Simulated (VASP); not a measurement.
# Rb (Im-3m) in VASP: notebook

The runs below take Rb through electric field gradients, with LDA, PBEsol.

Everything below comes from runs of VASP 6.6.1. Logs are shortened: lines on timing, memory, paths and dates and some standing lists are left out, and cuts for length are marked.

## (1) The cell of the first run

Symmetry: Im-3m, No. 229, cubic system. The conventional cell has a = 5.612 Å, b = 5.612 Å, c = 5.612 Å, α = 90.00°, β = 90.00°, γ = 90.00°.

## (2) Electric field gradients, LDA

File INCAR:

```
ALGO     = Normal         # electronic algorithm
EDIFF    = 1E-8           # SCF threshold, eV
ENCUT    = 520            # plane-wave cutoff, eV
ISIF     = 2              # what is computed and relaxed
ISMEAR   = -1             # smearing method
LASPH    = T              # aspherical terms in the spheres
LCHARG   = F              # write CHGCAR
LEFG     = T            
LREAL    = F              # projectors in reciprocal space
LWAVE    = F              # write WAVECAR
NBANDS   = 10             # bands
NELM     = 100            # most SCF steps
PREC     = Accurate       # precision mode
SIGMA    = 0.05           # smearing width, eV
```

File KPOINTS:

```
k-points
0
Gamma
  8 8 8
```

File POSCAR:

```
Rb
1.0
   -2.8060000000      2.8060000000      2.8060000000
    2.8060000000     -2.8060000000      2.8060000000
    2.8060000000      2.8060000000     -2.8060000000
Rb
1
Direct
    0.0000000000      0.0000000000      0.0000000000
```

Potentials or basis: VASP PAW LDA potentials, release 64 (Rb_sv).

Started as:

```bash
$ cat potpaw_LDA.64/Rb_sv/POTCAR > POTCAR
$ mpirun -np 1 vasp_std > vasp.out
```

OUTCAR:

```text
EDIFF = 1E-8
   ENCUT = 520
   ISIF = 2
   ISMEAR = -1
   LASPH = T
   LREAL = F
   NELM = 100
   PREC = Accurate

 ion  position               nearest neighbor table
   1  0.000  0.000  0.000-

  LATTYP: Found a body centered cubic cell.
 ALAT       =     5.6120000000

  Lattice vectors:

 A1 = (  -2.8060000000,   2.8060000000,   2.8060000000)
 A2 = (   2.8060000000,  -2.8060000000,   2.8060000000)
 A3 = (   2.8060000000,   2.8060000000,  -2.8060000000)

Analysis of symmetry for initial positions (statically):
=====================================================================
 Subroutine PRICEL returns:
 Original cell was already a primitive cell.

 Routine SETGRP: Setting up the symmetry group for a
 body centered cubic supercell.

 Subroutine GETGRP returns: Found 48 space group operations
 (whereof 48 operations were pure point group operations)
 out of a pool of 48 trial point group operations.

The static configuration has the point symmetry O_h .

Analysis of symmetry for dynamics (positions and initial velocities):
=====================================================================
 Subroutine PRICEL returns:
 Original cell was already a primitive cell.

 Routine SETGRP: Setting up the symmetry group for a
 body centered cubic supercell.

 Subroutine GETGRP returns: Found 48 space group operations
 (whereof 48 operations were pure point group operations)
 out of a pool of 48 trial point group operations.

The dynamic configuration has the point symmetry O_h .

 Subroutine INISYM returns: Found 48 space group operations
 (whereof 48 operations are pure point group operations),
 and found     1 'primitive' translations

----------------------------------------------------------------------------------------

                                     Primitive cell

  volume of cell :      88.3737

  direct lattice vectors                    reciprocal lattice vectors
    -2.806000000  2.806000000  2.806000000     0.000000000  0.178189594  0.178189594
[... 121 lines left out ...]
 number of electron       9.0000000 magnetization

 Free energy of the ion-electron system (eV)
  ---------------------------------------------------
  ext. energy  EPLUGINS =         0.00000000
  ---------------------------------------------------
  free energy    TOTEN  =        -1.04562871 eV

  energy without entropy =       -1.03480795  energy(sigma->0) =       -1.04021833

 E-fermi :  -0.1262     XC(G=0):  -5.7525

 val. band max:       -0.1621669905   @ k =   0.2500   0.2500   0.0000
 cond. band min:      -0.0752367631   @ k =   0.3750   0.1250   0.0000
 fundamental gap:      0.0869302274
 Fermi energy:        -0.1261623208

 k-point     1 :       0.0000    0.0000    0.0000
  band No.  band energies     occupation
      1     -28.9246      2.00000
      2     -13.0220      2.00000
      3     -13.0220      2.00000
      4     -13.0220      2.00000
      5      -2.1668      2.00000
      6       3.4599      0.00000
      7       3.4599      0.00000
      8       3.4599      0.00000
      9       4.4544      0.00000
     10       4.4544      0.00000
[... 287 lines left out ...]
 k-point    24 :      -0.3750    0.3750    0.2500
  band No.  band energies     occupation
      1     -28.9183      2.00000
      2     -13.1036      2.00000
      3     -13.0738      2.00000
      4     -13.0628      2.00000
      5      -0.0206      0.21595
      6       1.5617      0.00000
      7       2.7744      0.00000
      8       2.8112      0.00000
      9       3.8466      0.00000
     10       4.9782      0.00000

 [... further k-points ...]

------------------------ aborting loop because EDIFF is reached ----------------------------------------

  FORCE on cell =-STRESS in cart. coord.  units (eV):
  Direction    XX          YY          ZZ          XY          YZ          ZX
  --------------------------------------------------------------------------------------
  -------------------------------------------------------------------------------------
  Total       -0.1964446     -0.1964446     -0.1964446      0.0000000     -0.0000000     -0.0000000
  in kB       -3.5614572     -3.5614572     -3.5614572      0.0000000     -0.0000000     -0.0000000
  external PRESSURE =      -3.5614572 kB  Pullay stress =       0.0000000 kB

 VOLUME and BASIS-vectors are now :
 -----------------------------------------------------------------------------
  energy-cutoff  :      520.00
  volume of cell :       88.37
      direct lattice vectors                 reciprocal lattice vectors
    -2.806000000  2.806000000  2.806000000     0.000000000  0.178189594  0.178189594
     2.806000000 -2.806000000  2.806000000     0.178189594  0.000000000  0.178189594
     2.806000000  2.806000000 -2.806000000     0.178189594  0.178189594  0.000000000

 POSITION                                       TOTAL-FORCE (eV/Angst)
 -----------------------------------------------------------------------------------
      0.00000      0.00000      0.00000        -0.000000      0.000000      0.000000
 -----------------------------------------------------------------------------------
    total drift:                               -0.000000      0.000000      0.000000

  FREE ENERGIE OF THE ION-ELECTRON SYSTEM (eV)
  ---------------------------------------------------
  free  energy   TOTEN  =        -1.0456287136 eV

  energy  without entropy=       -1.0348079514  energy(sigma->0) =       -1.04021833

 Electric field gradients (V/A^2)
---------------------------------------------------------------------
 ion       V_xx      V_yy      V_zz      V_xy      V_xz      V_yz
---------------------------------------------------------------------
   1      -0.000     0.000    -0.000     0.000     0.000     0.000
---------------------------------------------------------------------

 Electric field gradients after diagonalization (V/A^2)
 (convention: |V_zz| > |V_xx| > |V_yy|)
----------------------------------------------------------------------
 ion       V_xx      V_yy      V_zz     asymmetry (V_yy - V_xx)/ V_zz
----------------------------------------------------------------------
   1      -0.000    -0.000     0.000       0.000
----------------------------------------------------------------------

           NMR quadrupolar parameters

 Cq : quadrupolar parameter    Cq=e*Q*V_zz/h
 eta: asymmetry parameters     (V_yy - V_xx)/ V_zz
 Q  : nuclear electric quadrupole moment in mb (millibarn)
----------------------------------------------------------------------
 ion       Cq(MHz)       eta       Q (mb)
----------------------------------------------------------------------
   1       0.000       0.000       1.000
----------------------------------------------------------------------
```

OSZICAR:

```text
N       E                     dE             d eps       ncg     rms          rms(c)
DAV:   1     0.437176081007E+02    0.43718E+02   -0.32630E+03   580   0.654E+02
DAV:   2     0.158516806395E+01   -0.42132E+02   -0.41106E+02   648   0.127E+02
DAV:   3    -0.965446943649E+00   -0.25506E+01   -0.25458E+01   736   0.323E+01
DAV:   4    -0.104445579283E+01   -0.79009E-01   -0.78964E-01   840   0.522E+00
DAV:   5    -0.104637547326E+01   -0.19197E-02   -0.19196E-02   774   0.646E-01    0.125E+00
DAV:   6    -0.104565532935E+01    0.72014E-03   -0.20221E-03   866   0.248E-01    0.750E-01
DAV:   7    -0.104558680735E+01    0.68522E-04   -0.26784E-03   816   0.275E-01    0.484E-02
DAV:   8    -0.104562240838E+01   -0.35601E-04   -0.10602E-04   666   0.786E-02    0.163E-02
DAV:   9    -0.104562869209E+01   -0.62837E-05   -0.92475E-06   860   0.208E-02    0.507E-03
DAV:  10    -0.104562869476E+01   -0.26682E-08   -0.33881E-06   818   0.969E-03    0.114E-03
DAV:  11    -0.104562870695E+01   -0.12193E-07   -0.96657E-08   758   0.191E-03    0.511E-04
DAV:  12    -0.104562871362E+01   -0.66707E-08   -0.71275E-09   642   0.341E-04
   1 F= -.10456287E+01 E0= -.10402183E+01  d E =-.108208E-01
```

stdout:

```text
POSCAR found type information on POSCAR Rb
 POSCAR found :  1 types and       1 ions
 scaLAPACK will be used
 LDA part: xc-table for (Slater(with rela. corr.)+CA(PZ))
 , standard interpolation
 POSCAR, INCAR and KPOINTS ok, starting setup
 FFT: planning ... GRIDC
 FFT: planning ... GRID_SOFT
 FFT: planning ... GRID
 WAVECAR not read
 entering main loop
ion   1
```

It took 48 s on 1 thread of Intel Xeon 8259CL, shared host; peak memory 0.17 GiB.

What came out:

* Free energy: -1.0456 eV
* Pressure: -0.4 GPa
* Band gap on the k mesh: zero (an odd number of electrons rules out a gap without spin polarisation)
* Largest electric field gradient by atom: under 0.05 V/Å² on every atom

## (3) Electric field gradients, PBEsol

File INCAR:

```
SYSTEM = Rb
ALGO = Normal ; EDIFF = 1E-8
ENCUT = 520 ; GGA = PS
ISIF = 2 ; ISMEAR = -1
LASPH = .TRUE. ; LCHARG = .FALSE.
LEFG = .TRUE. ; LREAL = .FALSE.
LWAVE = .FALSE. ; NBANDS = 10
NELM = 100 ; PREC = Accurate
SIGMA = 0.05
```

File KPOINTS:

```
k-points
0
G
  8 8 8
  0 0 0
```

POSCAR is that of step 2.

Potentials or basis: VASP PAW PBE potentials, release 64 (Rb_sv).

Started as:

```bash
$ cat potpaw_PBE.64/Rb_sv/POTCAR > POTCAR
$ mpirun -np 1 vasp_std > vasp.out
```

OUTCAR:

```text
SYSTEM = Rb
   EDIFF = 1E-8
   ENCUT = 520
   GGA = PS
   ISIF = 2
   ISMEAR = -1
   LASPH = .TRUE.
   LREAL = .FALSE.
   NELM = 100
   PREC = Accurate

 ion  position               nearest neighbor table
   1  0.000  0.000  0.000-

  LATTYP: Found a body centered cubic cell.
 ALAT       =     5.6120000000

  Lattice vectors:

 A1 = (  -2.8060000000,   2.8060000000,   2.8060000000)
 A2 = (   2.8060000000,  -2.8060000000,   2.8060000000)
 A3 = (   2.8060000000,   2.8060000000,  -2.8060000000)

[... 515 lines left out ...]
    total drift:                               -0.000000      0.000000      0.000000

  FREE ENERGIE OF THE ION-ELECTRON SYSTEM (eV)
  ---------------------------------------------------
  free  energy   TOTEN  =        -1.0234157480 eV

  energy  without entropy=       -1.0127148641  energy(sigma->0) =       -1.01806531

 Electric field gradients (V/A^2)
---------------------------------------------------------------------
 ion       V_xx      V_yy      V_zz      V_xy      V_xz      V_yz
---------------------------------------------------------------------
   1      -0.000    -0.000    -0.000     0.000     0.000     0.000
---------------------------------------------------------------------

 Electric field gradients after diagonalization (V/A^2)
 (convention: |V_zz| > |V_xx| > |V_yy|)
----------------------------------------------------------------------
 ion       V_xx      V_yy      V_zz     asymmetry (V_yy - V_xx)/ V_zz
----------------------------------------------------------------------
   1      -0.000    -0.000     0.000       0.000
----------------------------------------------------------------------

           NMR quadrupolar parameters

 Cq : quadrupolar parameter    Cq=e*Q*V_zz/h
 eta: asymmetry parameters     (V_yy - V_xx)/ V_zz
 Q  : nuclear electric quadrupole moment in mb (millibarn)
----------------------------------------------------------------------
 ion       Cq(MHz)       eta       Q (mb)
----------------------------------------------------------------------
   1       0.000       0.000       1.000
----------------------------------------------------------------------
```

OSZICAR:

```text
N       E                     dE             d eps       ncg     rms          rms(c)
DAV:   1     0.448115387891E+02    0.44812E+02   -0.32491E+03   580   0.652E+02
DAV:   2     0.174417743783E+01   -0.43067E+02   -0.42018E+02   650   0.127E+02
DAV:   3    -0.939368034906E+00   -0.26835E+01   -0.26790E+01   722   0.330E+01
DAV:   4    -0.102152118338E+01   -0.82153E-01   -0.82080E-01   824   0.541E+00
DAV:   5    -0.102348808264E+01   -0.19669E-02   -0.19669E-02   790   0.664E-01    0.116E+00
DAV:   6    -0.102306259034E+01    0.42549E-03   -0.23903E-03   850   0.276E-01    0.704E-01
DAV:   7    -0.102332993879E+01   -0.26735E-03   -0.37250E-03   812   0.346E-01    0.547E-02
DAV:   8    -0.102340730067E+01   -0.77362E-04   -0.12869E-04   654   0.985E-02    0.174E-02
DAV:   9    -0.102341608338E+01   -0.87827E-05   -0.11910E-05   866   0.247E-02    0.592E-03
DAV:  10    -0.102341574590E+01    0.33748E-06   -0.35190E-06   776   0.105E-02    0.659E-04
DAV:  11    -0.102341576521E+01   -0.19307E-07   -0.15808E-07   798   0.225E-03    0.264E-04
DAV:  12    -0.102341575223E+01    0.12978E-07   -0.66739E-09   638   0.521E-04    0.786E-05
DAV:  13    -0.102341574803E+01    0.42038E-08   -0.46614E-10   352   0.137E-04
   1 F= -.10234157E+01 E0= -.10180653E+01  d E =-.107009E-01
```

Run time: 65 s. Hardware: 1 thread of Intel Xeon 8259CL, shared host; peak memory 0.2 GiB.

Results:

| Quantity | Value |
| --- | --- |
| Free energy | -1.0234 eV |
| Pressure | -0.1 GPa |
| Band gap on the k mesh | zero (an odd number of electrons rules out a gap without spin polarisation) |
| Largest electric field gradient by atom | under 0.05 V/Å² on every atom |

Caveat: the PAW data sets were made with another functional, which shifts forces and pressure a little.

The gap in the log of VASP goes by the Fermi energy; the results here count the filled bands.